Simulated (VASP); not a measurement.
# W (P6_3/mmc) in VASP: notebook, part 2 of 3

VASP 6.6.1. Earlier steps stand in the parts before.

## Step 3: Relaxation of cell and atoms, PBE

This run uses another cell than the first one, of 15.78 Å³/atom.

INCAR reads:

```
PREC = Accurate
ENCUT = 600
EDIFF = 1E-6
ISMEAR = 0
SIGMA = 0.05
LREAL = F
LASPH = T
NELM = 100
ALGO = Normal
ISIF = 3
LWAVE = F
LCHARG = F
GGA = PE
IBRION = 2
NSW = 80
EDIFFG = -0.03
```

KPOINTS reads:

```
Automatic mesh
0
Gamma
  8 8 4
```

POSCAR reads:

```
W
1.0
    2.8150416393      0.0000000000      0.0000000000
   -1.4075208196      2.4378975723      0.0000000000
    0.0000000000      0.0000000000      4.5979013441
W
2
Direct
    0.3333333333      0.6666666667      0.7500000000
    0.6666666667      0.3333333333      0.2500000000
```

Potentials or basis: VASP PAW PBE potentials, release 64 (W_sv).

The run is started by

```
cat potpaw_PBE.64/W_sv/POTCAR > POTCAR
mpirun -np 1 vasp_std > vasp.out
```

OUTCAR:

```text
PREC = Accurate
   ENCUT = 600
   EDIFF = 1E-6
   ISMEAR = 0
   LREAL = F
   LASPH = T
   NELM = 100
   ISIF = 3
   GGA = PE
   IBRION = 2
   NSW = 80
   EDIFFG = -0.03

 ion  position               nearest neighbor table
   1  0.333  0.667  0.750-   2 2.82   2 2.82   2 2.82   2 2.82   2 2.82   2 2.82
   2  0.667  0.333  0.250-   1 2.82   1 2.82   1 2.82   1 2.82   1 2.82   1 2.82

  LATTYP: Found a hexagonal cell.
 ALAT       =     2.8150416393
 C/A-ratio  =     1.6333333333

  Lattice vectors:

 A1 = (   2.8150416393,   0.0000000000,   0.0000000000)
 A2 = (  -1.4075208196,   2.4378975723,   0.0000000000)
 A3 = (   0.0000000000,   0.0000000000,   4.5979013441)

Analysis of symmetry for initial positions (statically):
=====================================================================
 Subroutine PRICEL returns:
 Original cell was already a primitive cell.

 Routine SETGRP: Setting up the symmetry group for a
 hexagonal supercell.

 Subroutine GETGRP returns: Found 24 space group operations
 (whereof 12 operations were pure point group operations)
 out of a pool of 24 trial point group operations.

The static configuration has the point symmetry D_3d.
 The point group associated with its full space group is D_6h.

Analysis of symmetry for dynamics (positions and initial velocities):
=====================================================================
 Subroutine PRICEL returns:
 Original cell was already a primitive cell.

 Routine SETGRP: Setting up the symmetry group for a
 hexagonal supercell.

 Subroutine GETGRP returns: Found 24 space group operations
 (whereof 12 operations were pure point group operations)
 out of a pool of 24 trial point group operations.

The dynamic configuration has the point symmetry D_3d.
 The point group associated with its full space group is D_6h.

 Subroutine INISYM returns: Found 24 space group operations
[... 118 lines left out ...]
  volume/ion in A,a.u.               =      15.78       106.47
  Fermi-wavevector in a.u.,A,eV,Ry     =   1.573165  2.972850 33.672341  2.474847
  Thomas-Fermi vector in A             =   2.674490
   LORBIT       =      0    0 simple, 1 ext, 2 COOP (PROOUT), +10 PAW based schemes
   GGA     = PE    functional components
   LHFCALC =     F    Hartree Fock is set to
   AEXX    =    0.0000 exact exchange contribution
   IVDW    =     0    specifies the selected vdW correction
   LEPSILON=     F    determine dielectric tensor
   LRPA    =     F    only Hartree local field effects (RPA)
 conjugate gradient relaxation of ions
 non-spin polarized calculation
 Gauss-broadening in eV      SIGMA  =   0.05
  energy-cutoff  :      600.00
  volume of cell :       31.55
 maximum number of plane-waves:      1087
 NGX is ok and might be reduce to    24
   NGX = 11   NGY = 11   NGZ = 19

--------------------------------------- Ionic step        1  -------------------------------------------

 number of electron      28.0000004 magnetization

 Free energy of the ion-electron system (eV)
  ---------------------------------------------------
  ext. energy  EPLUGINS =         0.00000000
  ---------------------------------------------------
  free energy    TOTEN  =       -24.72065456 eV

  energy without entropy =      -24.71660495  energy(sigma->0) =      -24.71862976

------------------------ aborting loop because EDIFF is reached ----------------------------------------

  FORCE on cell =-STRESS in cart. coord.  units (eV):
  Direction    XX          YY          ZZ          XY          YZ          ZX
  --------------------------------------------------------------------------------------
  -------------------------------------------------------------------------------------
  Total        1.6263154      1.6263154      3.7522696      0.0000000      0.0000000     -0.0000000
  in kB       82.5763010     82.5763010    190.5218050      0.0000000      0.0000000     -0.0000000
  external PRESSURE =     118.5581357 kB  Pullay stress =       0.0000000 kB
[... 23 lines left out ...]
--------------------------------------- Ionic step        2  -------------------------------------------

 number of electron      28.0000002 magnetization

 E-fermi :   8.9521     XC(G=0): -12.7504

 val. band max:        8.9434984626   @ k =   0.3750   0.1250   0.2500
 cond. band min:       8.9986581613   @ k =   0.2500  -0.0000   0.0000
 fundamental gap:      0.0551596987
 Fermi energy:         8.9521044822

 k-point     1 :       0.0000    0.0000    0.0000
  band No.  band energies     occupation
      1     -65.0355      2.00000
      2     -64.9880      2.00000
      3     -29.5388      2.00000
      4     -28.8832      2.00000
      5     -28.8232      2.00000
      6     -28.8232      2.00000
[... 710 lines left out ...]
--------------------------------------- Ionic step        8  -------------------------------------------

 number of electron      28.0000000 magnetization

 Free energy of the ion-electron system (eV)
  ---------------------------------------------------
  ext. energy  EPLUGINS =         0.00000000
  ---------------------------------------------------
  free energy    TOTEN  =       -24.90611185 eV

  energy without entropy =      -24.90218346  energy(sigma->0) =      -24.90414765

 E-fermi :  10.6338     XC(G=0): -13.3903

 val. band max:       10.6153497480   @ k =   0.1250  -0.0000   0.2500
 cond. band min:      10.6451137107   @ k =   0.3750   0.0000   0.0000
 fundamental gap:      0.0297639626
 Fermi energy:        10.6337768041

 k-point     1 :       0.0000    0.0000    0.0000
  band No.  band energies     occupation
      1     -63.2428      2.00000
      2     -63.1752      2.00000
      3     -27.9519      2.00000
      4     -27.0683      2.00000
      5     -26.8569      2.00000
      6     -26.8569      2.00000
[... 524 lines left out ...]
  FREE ENERGIE OF THE ION-ELECTRON SYSTEM (eV)
  ---------------------------------------------------
  free  energy   TOTEN  =       -24.9061118455 eV

  energy  without entropy=      -24.9021834571  energy(sigma->0) =      -24.90414765

 reached required accuracy - stopping structural energy minimisation
```

CONTCAR:

```text
W
   1.00000000000000
     2.7706926610808345   -0.0000000000009612    0.0000000000000000
    -1.3853463304920373    2.3994902305329968    0.0000000000000000
     0.0000000000000000    0.0000000000000000    4.9647191834145623
  W
     2
Direct
     0.3333333332999970    0.6666666667000030    0.7500000000000000
     0.6666666667000030    0.3333333332999970    0.2500000000000000

  0.00000000E+00  0.00000000E+00  0.00000000E+00
  0.00000000E+00  0.00000000E+00  0.00000000E+00
```

Run time: 2.3 min. Hardware: 1 thread of Intel Xeon 8259CL, shared host; peak memory 0.18 GiB.

Results:

```
Free energy                           : -24.9061 eV
Relaxed volume                        : 16.50 Å³/atom
Relaxed cell                          : a = 2.771 Å, b = 2.771 Å, c = 4.965 Å, α = 90.00°, β = 90.00°, γ = 120.00°
Space group after relaxing (to 0.1 Å) : P6_3/mmc (No. 194)
Energy gained by relaxing             : 92.7 meV/atom
Ionic steps                           : 8
Pressure after relaxing               : -0.1 GPa
Band gap on the k mesh                : zero (bands 14 and 15 overlap by 1.66 eV)
```

Stress tensor (GPa, compression positive):
```
 0.01  0.00  0.00
 0.00  0.01  0.00
 0.00  0.00 -0.29
```

Step by step:
| step | energy change (eV) | largest force (eV/Å) | pressure (GPa) | volume (Å³) |
| --- | --- | --- | --- | --- |
| 1 | 0.0000 | 0.0000 | 11.86 | 31.55 |
| 2 | 0.2563 | 0.0000 | -26.39 | 37.16 |
| 3 | -0.0665 | 0.0000 | -3.33 | 33.22 |
| 4 | -0.1764 | 0.0000 | -4.65 | 33.55 |
| 5 | -0.1770 | 0.0000 | -4.58 | 33.57 |
| 6 | -0.1239 | 0.0000 | 13.85 | 31.59 |
| 7 | -0.1855 | 0.0000 | -0.12 | 33.02 |
| 8 | -0.1855 | 0.0000 | -0.09 | 33.01 |

Final structure:
```
CELL_PARAMETERS angstrom
2.77069 0.00000 0.00000
-1.38535 2.39949 0.00000
0.00000 0.00000 4.96472
ATOMIC_POSITIONS crystal
W 0.33333 0.66667 0.75000
W 0.66667 0.33333 0.25000
```

Levels at points of the mesh, in eV from the Fermi level:
| k point | band 10 | band 11 | band 12 | band 13 | band 14 | band 15 | band 16 | band 17 | band 18 |
| --- | --- | --- | --- | --- | --- | --- | --- | --- | --- |
| (0.00, 0.00, 0.00) | -6.01 | -1.86 | -0.53 | -0.53 | -0.48 | 0.03 | 0.03 | 1.94 | 1.94 |
| (0.50, 0.00, 0.00) | -5.09 | -4.54 | -1.43 | -1.01 | -0.52 | -0.22 | 4.51 | 5.58 | 5.88 |
| (0.00, 0.00, 0.50) | -7.26 | -2.28 | -2.28 | -0.48 | -0.48 | -0.48 | -0.48 | 3.40 | 3.40 |
| (0.50, 0.00, 0.50) | -5.48 | -3.56 | -3.56 | 1.13 | 1.13 | 1.59 | 1.59 | 4.84 | 4.84 |

Caveat: spin-orbit coupling is left out, which moves the levels of the heavy elements.

[end of part 2 of 3]
